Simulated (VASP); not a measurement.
Here is a VASP 6.6.1 calculation.

The input INCAR:

```
SYSTEM = Sc2TaO2
PREC     = Accurate       ! precision mode
ENCUT    = 600            ! plane-wave cutoff, eV
EDIFF    = 1E-6           ! SCF threshold, eV
ISMEAR   = 0              ! smearing method
SIGMA    = 0.1            ! smearing width, eV
LREAL    = .FALSE.        ! projectors in reciprocal space
LASPH    = .TRUE.         ! aspherical terms in the spheres
NELM     = 100            ! most SCF steps
ALGO     = Normal         ! electronic algorithm
ISIF     = 3              ! what is computed and relaxed
LWAVE    = .FALSE.        ! write WAVECAR
LCHARG   = .FALSE.        ! write CHGCAR
GGA      = PE             ! functional
IBRION   = 2              ! ionic algorithm
NSW      = 90             ! ionic steps
EDIFFG   = -0.04          ! ionic threshold
```

KPOINTS

```
Automatic mesh
0
G
  6 6 4
  0 0 0
```

POSCAR

```
Sc2TaO2
1.0
    4.7434539600      0.0000000000      0.0000000000
   -2.3717269800      4.1079516300      0.0000000000
    0.0000000000      0.0000000000      4.4755110600
Sc Ta O
2 1 2
Direct
    0.3333333300      0.6666666700      0.2820778300
    0.6666666700      0.3333333300      0.2820778300
    0.0000000000      0.0000000000      0.8121155000
    0.3333333300      0.6666666700      0.7357936500
    0.6666666700      0.3333333300      0.7357936500
```

Potentials or basis: VASP PAW PBE potentials, release 64 (Sc_sv, Ta_pv, O).

The run is started by

```bash
$ cat potpaw_PBE.64/Sc_sv/POTCAR potpaw_PBE.64/Ta_pv/POTCAR potpaw_PBE.64/O/POTCAR > POTCAR
$ mpirun -np 1 vasp_std > vasp.out
```

(1) What does it give for the relaxed cell?

(2) Estimate the space group after relaxing (to 0.1 Å).

(3) What does it give for the relaxed volume?

(4) Predict the band gap on the k mesh.

Results:

(1) a = 4.547 Å, b = 4.547 Å, c = 3.978 Å, α = 90.00°, β = 90.00°, γ = 120.00°.

(2) P6/mmm (No. 191).

(3) 14.25 Å³/atom.

(4) zero (an odd number of electrons rules out a gap without spin polarisation).

Caveat: the volume moved by over 15 % at a fixed basis, so the end points are rough; spin-orbit coupling is left out, which moves the levels of the heavy elements; an odd number of electrons without spin polarisation forces a metal; a magnetic or distorted state may lie lower.
